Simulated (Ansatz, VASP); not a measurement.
# PbO in VASP and in Ansatz

```xyz
4
Lattice="4.1112 0.0000 0.0000 -2.0556 3.5604 0.0000 0.0000 0.0000 5.5075" Properties=species:S:1:pos:R:3 pbc="T T T"
Pb    0.0000    2.3736   -0.1076
Pb    2.0556    1.1868    2.6462
O     0.0000    2.3736    2.1729
O     2.0556    1.1868    4.9266
```

Alike in both runs: task single point; functional r2SCAN; k mesh 6 × 6 × 4; no spin polarisation.

|  | VASP | Ansatz |
| --- | --- | --- |
| version | VASP 6.6.1 | Ansatz 0.2.0 |
| potentials or method | VASP PAW PBE potentials, release 64 (Pb_d, O) | plane waves, PAW |
| plane-wave cutoff (eV) | 520 | 500 |
| occupations | gaussian, width 0.01 eV | fixed |
| valence electrons in the cell | 40 | 40 |

```tsv
	VASP	Ansatz	Ansatz less VASP
gap on the k mesh at the Fermi level (eV)	1.96	1.96	-0.001
pressure (GPa)	5.6	5.3	-0.37
traceless stress, the component that is largest in VASP (GPa)	0.37	0.28	-0.096
rms of the force components (eV/Å)	0.135	0.111	-0.0243
```

VASP's potentials were made for PBE, not for r2SCAN. Atom by atom the forces differ by 0.024 eV/Å (rms over components).

Spin-orbit coupling is off throughout.
